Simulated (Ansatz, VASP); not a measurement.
## Y in VASP and in Ansatz

```
Y
1.0
     0.00000    3.41290    3.41290
     3.41290    0.00000    3.41290
     3.41290    3.41290    0.00000
Y
2
Direct
  0.87500 0.87500 0.87500
  0.12500 0.12500 0.12500
```

Alike in both runs: functional PBEsol; k mesh 10 × 10 × 10; occupations fermi-dirac, width 0.08 eV; no spin polarisation.

Ansatz relaxed the structure, and its values are those at the end. VASP's run is a single point on that final structure, the one shown.

|  | VASP | Ansatz |
| --- | --- | --- |
| version | VASP 6.6.1 | Ansatz 0.2.0 |
| potentials or method | VASP PAW PBE potentials, release 64 (Y_sv) | PAW with Ansatz's default frozen-core files, scalar-relativistic |
| plane-wave cutoff (eV) | 520 | 420 |
| valence electrons in the cell | 22 | 22 |

```tsv
	VASP	Ansatz	Ansatz less VASP
pressure (GPa)	0.0	0.0	-0.01
```

VASP's potentials were made for PBE, not for PBEsol.
